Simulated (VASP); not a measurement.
Crystal: Te.

```
Te
1.0
     4.45400    0.00000    0.00000
    -2.22700    3.85728    0.00000
     0.00000    0.00000    5.92400
Te
3
Direct
  0.26900 0.00000 0.33333
  0.00000 0.26900 0.66667
  0.73100 0.73100 0.00000
```

Base run:

```yaml
Program: VASP 6.6.1
Functional: PBE
Dispersion: D3(BJ)
Potentials_or_basis: VASP PAW PBE potentials, release 64 (Te)
Cutoff: 500 eV
k_mesh: 12 × 12 × 8
Occupations: gaussian, width 0.01 eV
Spin: no spin polarisation
```

Its results: band gap on the k mesh 0.17 eV; pressure -0.7 GPa; largest force 0.166 eV/Å.

Task: The run is repeated on the same cell with these changes: k mesh from 12 × 12 × 8 to 3 × 3 × 2. What comes out?

Result: Band gap on the k mesh 0.16 eV; pressure -0.3 GPa; largest force 0.115 eV/Å.

Caveats: some runs use coarse meshes; spin-orbit coupling is left out, which moves the levels of the heavy elements; an odd mesh through Γ misses points on the zone boundary, where band edges can lie (at least some runs).
